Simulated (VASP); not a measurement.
# ZnO (P6_3mc) in VASP: further runs

The runs below take ZnO through single point, with r2SCAN.

Everything below comes from runs of VASP 6.6.1. Logs are shortened: lines on timing, memory, paths and dates and some standing lists are left out, and cuts for length are marked.

### Step 1. The cell of the first run

Symmetry: P6_3mc, No. 186, hexagonal system. The conventional cell has a = 3.190 Å, b = 3.190 Å, c = 5.136 Å, α = 90.00°, β = 90.00°, γ = 120.00°. Zn (site symmetry 3m) has 4 O at 1.94 to 1.95 Å within 2.6 Å. Within 2.6 Å of O (site symmetry 3m) lie 4 Zn at 1.94 to 1.95 Å.

### Step 2. Single point, r2SCAN

Input file POSCAR:

```
ZnO
1.0
    3.1903849622      0.0000000000      0.0000000000
   -1.5951924811      2.7629544251      0.0000000000
    0.0000000000      0.0000000000      5.1358318805
Zn O
2 2
Direct
    0.3333333333      0.6666666667      0.4996102197
    0.6666666667      0.3333333333     -0.0003897803
    0.6666666667      0.3333333333      0.3793997803
    0.3333333333      0.6666666667      0.8793997803
```

Input file INCAR.step1:

```
PREC = Accurate
ENCUT = 1480
ISMEAR = 0
SIGMA = 0.01
LREAL = F
LASPH = T
NELM = 120
NBANDS = 26
GGA = PE
ALGO = Normal
EDIFF = 1E-5
LWAVE = T
LCHARG = F
GGA_COMPAT = F
```

Input file INCAR.step2:

```
PREC = Accurate
ENCUT = 1480
EDIFF = 1E-6
ISMEAR = 0
SIGMA = 0.01
LREAL = F
LASPH = T
NELM = 120
ALGO = Normal
ISIF = 2
LWAVE = F
LCHARG = T
METAGGA = R2SCAN
LMIXTAU = T
LELF = T
LVHAR = T
NBANDS = 26
ISTART = 1
GGA_COMPAT = F
```

Input file KPOINTS:

```
Automatic mesh
0
Gamma
  8 8 4
```

Potentials or basis: VASP PAW PBE potentials, release 64 (Zn, O_h).

Launch:

```
$ cat potpaw_PBE.64/Zn/POTCAR potpaw_PBE.64/O_h/POTCAR > POTCAR
$ cp INCAR.step1 INCAR
$ mpirun -np 1 vasp_std > vasp.out
$ cp INCAR.step2 INCAR
$ mpirun -np 1 vasp_std > vasp.out
```

OUTCAR:

```text
PREC = Accurate
   ENCUT = 1480
   EDIFF = 1E-6
   ISMEAR = 0
   LREAL = F
   LASPH = T
   NELM = 120
   ISIF = 2
   METAGGA = R2SCAN
   ISTART = 1

 ion  position               nearest neighbor table
   1  0.333  0.667  0.500-   3 1.94   3 1.94   3 1.94   4 1.95
   2  0.667  0.333  1.000-   4 1.94   4 1.94   4 1.94   3 1.95
   3  0.667  0.333  0.379-   1 1.94   1 1.94   1 1.94   2 1.95
   4  0.333  0.667  0.879-   2 1.94   2 1.94   2 1.94   1 1.95

  LATTYP: Found a hexagonal cell.
 ALAT       =     3.1903849622
 C/A-ratio  =     1.6097843807

  Lattice vectors:

 A1 = (   3.1903849622,   0.0000000000,   0.0000000000)
 A2 = (  -1.5951924811,   2.7629544251,   0.0000000000)
 A3 = (   0.0000000000,   0.0000000000,   5.1358318805)

Analysis of symmetry for initial positions (statically):
=====================================================================
 Subroutine PRICEL returns:
 Original cell was already a primitive cell.

 Routine SETGRP: Setting up the symmetry group for a
 hexagonal supercell.

 Subroutine GETGRP returns: Found 12 space group operations
 (whereof  6 operations were pure point group operations)
 out of a pool of 24 trial point group operations.

The static configuration has the point symmetry C_3v.
 The point group associated with its full space group is C_6v.

Analysis of symmetry for dynamics (positions and initial velocities):
=====================================================================
 Subroutine PRICEL returns:
 Original cell was already a primitive cell.

 Routine SETGRP: Setting up the symmetry group for a
 hexagonal supercell.

 Subroutine GETGRP returns: Found 12 space group operations
 (whereof  6 operations were pure point group operations)
 out of a pool of 24 trial point group operations.

The dynamic configuration has the point symmetry C_3v.
 The point group associated with its full space group is C_6v.

 Subroutine INISYM returns: Found 12 space group operations
 (whereof  6 operations are pure point group operations),
 and found     1 'primitive' translations

----------------------------------------------------------------------------------------

                                     Primitive cell

  volume of cell :      45.2718

  direct lattice vectors                    reciprocal lattice vectors
     3.190384962  0.000000000  0.000000000     0.313441798  0.180965707  0.000000000
    -1.595192481  2.762954425  0.000000000     0.000000000  0.361931413  0.000000000
     0.000000000  0.000000000  5.135831880     0.000000000  0.000000000  0.194710423

  length of vectors
     3.190384962  3.190384962  5.135831880     0.361931413  0.361931413  0.194710423

  position of ions in fractional coordinates (direct lattice)
     0.333333333  0.666666667  0.499610220
     0.666666667  0.333333333  0.999610220
     0.666666667  0.333333333  0.379399780
     0.333333333  0.666666667  0.879399780

  ion indices of the primitive-cell ions
   primitive index   ion index
                 1           1
                 2           2
                 3           3
                 4           4

----------------------------------------------------------------------------------------

 KPOINTS: Automatic mesh

Automatic generation of k-mesh.
 Grid dimensions read from file:
 generate k-points for:    8    8    4

 Generating k-lattice:

  Cartesian coordinates                     Fractional coordinates (reciprocal lattice)
     0.039180225  0.022620713  0.000000000     0.125000000  0.000000000  0.000000000
     0.000000000  0.045241427  0.000000000     0.000000000  0.125000000  0.000000000
     0.000000000  0.000000000  0.048677606     0.000000000  0.000000000  0.250000000

  Length of vectors
     0.045241427  0.045241427  0.048677606

  Shift w.r.t. Gamma in fractional coordinates (k-lattice)
     0.000000000  0.000000000  0.000000000

 Subroutine IBZKPT returns following result:
 ===========================================

 Found     30 irreducible k-points:

 Following reciprocal coordinates:
            Coordinates               Weight
  0.000000  0.000000  0.000000      1.000000
  0.125000  0.000000  0.000000      6.000000
  0.250000  0.000000  0.000000      6.000000
  0.375000  0.000000  0.000000      6.000000
  0.500000  0.000000  0.000000      3.000000
  0.125000  0.125000  0.000000      6.000000
[... 16 lines left out ...]
  0.250000  0.000000  0.500000      6.000000
  0.375000  0.000000  0.500000      6.000000
 [... further k-points ...]
   k-points           NKPTS =     30   k-points in BZ     NKDIM =     30   number of bands    NBANDS=     26
   number of dos      NEDOS =    301   number of ions     NIONS =      4
   total plane-waves  NPLWV = 102400
   dimension x,y,z NGX =    40 NGY =   40 NGZ =   64
   dimension x,y,z NGXF=    80 NGYF=   80 NGZF=  128
   ions per type =               2   2
   NGX,Y,Z   is equivalent  to a cutoff of  20.84, 20.84, 20.72 a.u.
   NGXF,Y,Z  is equivalent  to a cutoff of  41.69, 41.69, 41.43 a.u.
 SYSTEM =  unknown system
   PREC   = accura    normal or accurate (medium, high low for compatibility)
   ISTART =      1    job   : 0-new  1-cont  2-samecut
   ICHARG =      0    charge: 1-file 2-atom 10-const
   ISPIN  =      1    spin polarized calculation?
   LNONCOLLINEAR =      F non collinear calculations
   LSORBIT =      F    spin-orbit coupling
   LASPH  =      T    aspherical Exc in radial PAW
   ENCUT  = 1480.0 eV 108.78 Ry   10.43 a.u.  10.01 10.01 16.11*2*pi/ulx,y,z
   NELM   =    120;   NELMIN=  2; NELMDL=  0     # of ELM steps
   EDIFF  = 0.1E-05   stopping-criterion for ELM
   LREAL  =      F    real-space projection
   EDIFFG = 0.1E-04   stopping-criterion for IOM
   NSW    =      0    number of steps for IOM
   IBRION =     -1    ionic relax: 0-MD 1-quasi-New 2-CG
   NFREE  =      0    steps in history (QN), initial steepest desc. (CG)
   ISIF   =      2    stress and relaxation
   ISYM   =      2    0-nonsym 1-usesym 2-fastsym
   POTIM  = 0.5000    time-step for ionic-motion
   TEBEG  =    0.0;   TEEND  =   0.0 temperature during run
   PSTRESS=    0.0 pullay stress
   NELECT =      36.0000    total number of electrons
   NUPDOWN=      -1.0000    fix difference up-down
   EMIN   =  10.00;   EMAX   =-10.00  energy-range for DOS
   EFERMI =   0.00;   METHOD = LEGACY
   ISMEAR =     0;   SIGMA  =   0.01  broadening in eV -4-tet -1-fermi 0-gaus
   EFERMI_NEDOS =   21; number of points for ismear=-14 and -15
   IALGO  =     38    algorithm
   IMIX   =      4    mixing-type and parameters
     AMIX     =   0.40;   BMIX     =  1.00
     AMIX_MAG =   1.60;   BMIX_MAG =  1.00
  volume/ion in A,a.u.               =      11.32        76.38
  Fermi-wavevector in a.u.,A,eV,Ry     =   1.516700  2.866148 31.298570  2.300380
  Thomas-Fermi vector in A             =   2.626055
   LORBIT       =      0    0 simple, 1 ext, 2 COOP (PROOUT), +10 PAW based schemes
   METAGGA = R2SCAN    functional components
   LHFCALC =     F    Hartree Fock is set to
   AEXX    =    0.0000 exact exchange contribution
   IVDW    =     0    specifies the selected vdW correction
   LEPSILON=     F    determine dielectric tensor
   LRPA    =     F    only Hartree local field effects (RPA)
 non-spin polarized calculation
 Gauss-broadening in eV      SIGMA  =   0.01
  energy-cutoff  :     1480.00
  volume of cell :       45.27
 maximum number of plane-waves:      5884
   NGX = 21   NGY = 21   NGZ = 33

 number of electron      35.9999999 magnetization

 Free energy of the ion-electron system (eV)
  ---------------------------------------------------
  ext. energy  EPLUGINS =         0.00000000
  ---------------------------------------------------
  free energy    TOTEN  =       -36.29240306 eV

  energy without entropy =      -36.29240306  energy(sigma->0) =      -36.29240306

 E-fermi :   1.7593     XC(G=0): -11.9604

 val. band max:        1.6604494900   @ k =   0.0000   0.0000   0.0000
 cond. band min:       2.9617495428   @ k =   0.0000   0.0000   0.0000
 fundamental gap:      1.3013000527
 Fermi energy:         1.7593255295

 k-point     1 :       0.0000    0.0000    0.0000
  band No.  band energies     occupation
      1     -17.8508      2.00000
      2     -17.0890      2.00000
      3      -4.4449      2.00000
      4      -4.4265      2.00000
      5      -4.4265      2.00000
      6      -4.3612      2.00000
[... 18 lines left out ...]
     25      17.0820      0.00000
     26      17.0820      0.00000

 k-point     2 :       0.1250    0.0000    0.0000
  band No.  band energies     occupation
      1     -17.7614      2.00000
      2     -17.0496      2.00000
      3      -4.5345      2.00000
      4      -4.3716      2.00000
      5      -4.3213      2.00000
      6      -4.3093      2.00000
[... 18 lines left out ...]
     25      17.0883      0.00000
     26      17.2744      0.00000

 k-point     3 :       0.2500    0.0000    0.0000
  band No.  band energies     occupation
      1     -17.5309      2.00000
      2     -16.9617      2.00000
      3      -4.7170      2.00000
      4      -4.3389      2.00000
      5      -4.2495      2.00000
      6      -4.1292      2.00000
[... 18 lines left out ...]
     25      16.1943      0.00000
     26      17.0826      0.00000

 k-point     4 :       0.3750    0.0000    0.0000
  band No.  band energies     occupation
      1     -17.2650      2.00000
      2     -16.8977      2.00000
      3      -4.7704      2.00000
      4      -4.4200      2.00000
      5      -4.1530      2.00000
      6      -3.9045      2.00000
[... 18 lines left out ...]
     25      16.0735      0.00000
     26      17.1039      0.00000
[... 496 lines left out ...]
      1     -17.4129      2.00000
      2     -17.4129      2.00000
      3      -4.7160      2.00000
      4      -4.7160      2.00000
      5      -4.2872      2.00000
      6      -4.2872      2.00000
[... 18 lines left out ...]
     25      16.0825      0.00000
     26      16.0825      0.00000

 k-point    23 :       0.2500    0.0000    0.5000
  band No.  band energies     occupation
      1     -17.2468      2.00000
      2     -17.2468      2.00000
      3      -4.8242      2.00000
      4      -4.8242      2.00000
      5      -4.1319      2.00000
      6      -4.1319      2.00000
[... 18 lines left out ...]
     25      16.3714      0.00000
     26      16.3714      0.00000

 k-point    24 :       0.3750    0.0000    0.5000
  band No.  band energies     occupation
      1     -17.0749      2.00000
      2     -17.0749      2.00000
      3      -4.8884      2.00000
      4      -4.8884      2.00000
      5      -3.9397      2.00000
      6      -3.9397      2.00000
[... 18 lines left out ...]
     25      16.5209      0.00000
     26      16.5209      0.00000

 [... further k-points ...]

------------------------ aborting loop because EDIFF is reached ----------------------------------------

  FORCE on cell =-STRESS in cart. coord.  units (eV):
  Direction    XX          YY          ZZ          XY          YZ          ZX
  --------------------------------------------------------------------------------------
  -------------------------------------------------------------------------------------
  Total        2.2296603      2.2296603      2.2331416      0.0000000      0.0000000      0.0000000
  in kB       78.9081143     78.9081143     79.0313195      0.0000000      0.0000000      0.0000000
  external PRESSURE =      78.9491827 kB  Pullay stress =       0.0000000 kB

 VOLUME and BASIS-vectors are now :
 -----------------------------------------------------------------------------
  energy-cutoff  :     1480.00
  volume of cell :       45.27
      direct lattice vectors                 reciprocal lattice vectors
     3.190384962  0.000000000  0.000000000     0.313441798  0.180965707  0.000000000
    -1.595192481  2.762954425  0.000000000     0.000000000  0.361931413  0.000000000
     0.000000000  0.000000000  5.135831880     0.000000000  0.000000000  0.194710423

 POSITION                                       TOTAL-FORCE (eV/Angst)
 -----------------------------------------------------------------------------------
     -0.00000      1.84197      2.56591        -0.000000      0.000000      0.001888
      1.59519      0.92098      5.13383         0.000000     -0.000000      0.001888
      1.59519      0.92098      1.94853         0.000000     -0.000000     -0.001888
     -0.00000      1.84197      4.51645        -0.000000      0.000000     -0.001888
 -----------------------------------------------------------------------------------
    total drift:                                0.000000     -0.000000      0.000905

  FREE ENERGIE OF THE ION-ELECTRON SYSTEM (eV)
  ---------------------------------------------------
  free  energy   TOTEN  =       -36.2924030586 eV

  energy  without entropy=      -36.2924030586  energy(sigma->0) =      -36.29240306
```

Run time: 7.8 min. Hardware: 1 thread of Intel Xeon Platinum 8488C (Sapphire Rapids), shared host; peak memory 0.43 GiB.

What came out:

* Free energy: -36.2924 eV
* Pressure: 7.9 GPa
* Band gap on the k mesh: 1.30 eV

Levels at points of the mesh, in eV from the valence-band top:
| k point | band 14 | band 15 | band 16 | band 17 | band 18 | band 19 | band 20 | band 21 | band 22 | band 23 |
| --- | --- | --- | --- | --- | --- | --- | --- | --- | --- | --- |
| (0.00, 0.00, 0.00) | -0.87 | -0.87 | -0.11 | 0.00 | 0.00 | 1.30 | 6.04 | 8.99 | 13.96 | 13.96 |
| (0.50, 0.00, 0.00) | -3.75 | -2.99 | -2.48 | -1.38 | -0.93 | 6.63 | 7.42 | 8.14 | 9.62 | 11.63 |
| (0.00, 0.00, 0.50) | -2.28 | -0.43 | -0.43 | -0.43 | -0.43 | 4.04 | 4.04 | 11.02 | 11.02 | 14.26 |
| (0.50, 0.00, 0.50) | -3.88 | -1.65 | -1.65 | -1.49 | -1.49 | 6.33 | 6.33 | 9.44 | 9.44 | 12.20 |

Caveat: the cell stands under pressure; the PAW data sets were made with another functional, which shifts forces and pressure a little.

### Step 3. Single point, r2SCAN

This run uses another cell than the first one, of 11.97 Å³/atom.

Input file POSCAR:

```
ZnO
1.0
    3.2493782372      0.0000000000      0.0000000000
   -1.6246891186      2.8140440999      0.0000000000
    0.0000000000      0.0000000000      5.2364822833
Zn O
2 2
Direct
    0.3333333333      0.6666666667      0.4997512177
    0.6666666667      0.3333333333     -0.0002487823
    0.6666666667      0.3333333333      0.3792587823
    0.3333333333      0.6666666667      0.8792587823
```

Input file INCAR.step1:

```
SYSTEM = ZnO
  ALGO = Normal
  EDIFF = 1E-5
  ENCUT = 1480
  GGA = PE
  GGA_COMPAT = .False.
  ISMEAR = 0
  LASPH = .True.
  LCHARG = .False.
  LREAL = .False.
  LWAVE = .True.
  NBANDS = 26
  NELM = 120
  PREC = Accurate
  SIGMA = 0.01
```

Input file INCAR.step2:

```
SYSTEM = ZnO
  ALGO = Normal
  EDIFF = 1E-6
  ENCUT = 1480
  GGA_COMPAT = .False.
  ISIF = 2
  ISMEAR = 0
  ISTART = 1
  LASPH = .True.
  LCHARG = .True.
  LELF = .True.
  LMIXTAU = .True.
  LREAL = .False.
  LVHAR = .True.
  LWAVE = .False.
  METAGGA = R2SCAN
  NBANDS = 26
  NELM = 120
  PREC = Accurate
  SIGMA = 0.01
```

Input file KPOINTS:

```
k-points
0
Gamma
  8 8 4
  0 0 0
```

Potentials or basis: VASP PAW PBE potentials, release 64 (Zn, O_h).

Launch:

```
$ cat potpaw_PBE.64/Zn/POTCAR potpaw_PBE.64/O_h/POTCAR > POTCAR
$ cp INCAR.step1 INCAR
$ mpirun -np 1 vasp_std > vasp.out
$ cp INCAR.step2 INCAR
$ mpirun -np 1 vasp_std > vasp.out
```

It took 5.8 min on 1 thread of Intel Xeon 6975P-C (Granite Rapids), shared host; peak memory 0.47 GiB.

The run converged. Its results:

| Item | Value |
| --- | --- |
| Free energy | -36.3477 eV |
| Pressure | -1.0 GPa |
| Band gap on the k mesh | 1.22 eV |

Levels at points of the mesh, in eV from the valence-band top:
```
           k point  band 16  band 17  band 18  band 19  band 20  band 21
(0.00, 0.00, 0.00)    -0.09     0.00     0.00     1.22     5.83     8.78
(0.50, 0.00, 0.00)    -2.29    -1.29    -0.85     6.38     7.34     8.07
(0.00, 0.00, 0.50)    -0.39    -0.39    -0.39     3.90     3.90    10.77
(0.50, 0.00, 0.50)    -1.52    -1.39    -1.39     6.23     6.23     9.10
```

Caveat: the PAW data sets were made with another functional, which shifts forces and pressure a little.

(Part 1 of 2 ends here.)
